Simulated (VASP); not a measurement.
## TiN: single point with r2SCAN+U

Crystal: TiN.

```
CELL_PARAMETERS angstrom
0.00000 2.11250 2.11250
2.11250 0.00000 2.11250
2.11250 2.11250 0.00000
ATOMIC_POSITIONS crystal
Ti 0.00000 0.00000 0.00000
N 0.50000 0.50000 0.50000
```

```json
{
 "Program": "VASP 6.6.1",
 "Task": "single point",
 "Functional": "r2SCAN",
 "Potentials or basis": "VASP PAW PBE potentials, release 64 (Ti_sv, N_h)",
 "Cutoff": "1460 eV",
 "k mesh": "8 × 8 × 8",
 "Occupations": "gaussian, width 0.03 eV",
 "Spin": "collinear spin",
 "Starting moments": "[1.0, 0.0] μB",
 "Hubbard terms": "Ti d U = 3.0 eV"
}
```

| Property | Result |
| --- | --- |
| Pressure | 13.0 GPa |
| Net moment | 0.19 μB per cell |
| Site moments | Ti +0.15; N +0.00 μB |
| Valence electrons inside the program's atomic spheres | Ti 10.29; N 2.25 |

Levels at points of the mesh, in eV from the Fermi level:
Spin up:
```csv
k point,band 7,band 8,band 9,band 10,band 11,band 12
"(0.00, 0.00, 0.00)",-2.76,-2.76,-0.81,-0.81,-0.81,0.56
"(0.50, 0.00, 0.00)",-6.18,-6.18,1.62,1.62,2.27,5.87
"(0.50, 0.50, 0.00)",-4.05,-4.05,-3.38,1.68,2.33,2.33
```
Spin down:
| k point | band 4 | band 5 | band 6 | band 7 | band 8 | band 9 | band 10 | band 11 | band 12 | band 13 |
| --- | --- | --- | --- | --- | --- | --- | --- | --- | --- | --- |
| (0.00, 0.00, 0.00) | -36.09 | -18.74 | -2.75 | -2.75 | -2.75 | -0.44 | -0.44 | -0.44 | 0.65 | 0.65 |
| (0.50, 0.00, 0.00) | -36.15 | -16.23 | -8.90 | -6.13 | -6.13 | 2.00 | 2.00 | 2.60 | 5.97 | 5.97 |
| (0.50, 0.50, 0.00) | -36.31 | -17.24 | -6.75 | -4.02 | -4.02 | -3.07 | 1.76 | 2.74 | 2.74 | 3.81 |

Eigenvalues of the final occupation matrices:
| site | spin | trace | eigenvalues |
| --- | --- | --- | --- |
| site 1 d | 1 | 1.01 | 0.20 0.20 0.21 0.21 0.21 |
| site 1 d | 2 | 0.87 | 0.16 0.16 0.16 0.20 0.20 |

Wall time 5.7 min on 1 thread of Intel(R) Xeon(R) Platinum 8259CL CPU @ 2.50GHz (Skylake/Cascade Lake), with other jobs on the host, peak memory 0.37 GiB.

Caveat: the cell stands under pressure; a moment this small can come from the mesh or the smearing; the PAW data sets were made with another functional, which shifts forces and pressure a little.
